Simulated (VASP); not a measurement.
Here is a VASP 6.6.1 calculation.

INCAR

```
SYSTEM = HfN
PREC = Accurate
ENCUT = 520
EDIFF = 1E-7
ISMEAR = -1
SIGMA = 0.05
LREAL = .False.
LASPH = .True.
NELM = 80
ALGO = Normal
ISIF = 2
LWAVE = .False.
LCHARG = .False.
NBANDS = 23
```

Contents of KPOINTS:

```
Automatic mesh
0
Gamma
  8 8 4
  0 0 0
```

POSCAR

```
HfN
1.0
    3.1339080000      0.0000000000      0.0000000000
   -1.5669540000      2.7140440000      0.0000000000
    0.0000000000      0.0000000000      5.4167680000
Hf N
2 2
Direct
    0.6666666667      0.3333333333      0.7500000000
    0.3333333333      0.6666666667      0.2500000000
    0.0000000000      0.0000000000      0.0000000000
    0.0000000000      0.0000000000      0.5000000000
```

Potentials or basis: VASP PAW LDA potentials, release 64 (Hf_pv, N).

The run is started by

```bash
$ cat potpaw_LDA.64/Hf_pv/POTCAR potpaw_LDA.64/N/POTCAR > POTCAR
$ mpirun -np 1 vasp_std > vasp.out
```

**Question.** Estimate the pressure.

**Answer.** -9.8 GPa.

**Question.** What does it give for the band gap on the k mesh?

**Answer.** Zero (band 15 reaches 9.60 eV, above the bottom of band 16 at 7.32 eV).

Stress tensor (GPa, compression positive):
```
-9.75  0.00  0.00
 0.00 -9.75  0.00
 0.00  0.00 -9.88
```

Caveat: spin-orbit coupling is left out, which moves the levels of the heavy elements.
